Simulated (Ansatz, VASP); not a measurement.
# One calculation of Ba, two programs

```xyz
1
Lattice="-2.5101 2.5101 2.5101 2.5101 -2.5101 2.5101 2.5101 2.5101 -2.5101" Properties=species:S:1:pos:R:3 pbc="T T T"
Ba    0.0000    0.0000    0.0000
```

Alike in both runs: functional PBE; k mesh 12 × 12 × 12; occupations gaussian, width 0.1 eV; no spin polarisation.

Ansatz relaxed the structure, and its values are those at the end. VASP's run is a single point on that final structure, the one shown.

```csv
,VASP,Ansatz
version,VASP 6.6.1,Ansatz 0.2.0
potentials or method,"VASP PAW PBE potentials, release 64 (Ba_sv), cutoff 520 eV","scalar-relativistic, plane waves, PAW"
valence electrons in the cell,10,10
```

```csv
,VASP,Ansatz,Ansatz less VASP
gap on the k mesh at the Fermi level (eV),none,none,-
pressure (GPa),0.1,0.0,-0.05
```

A gap of «none» marks a metal or a gap that the smearing closes.

Spin-orbit coupling is off throughout.
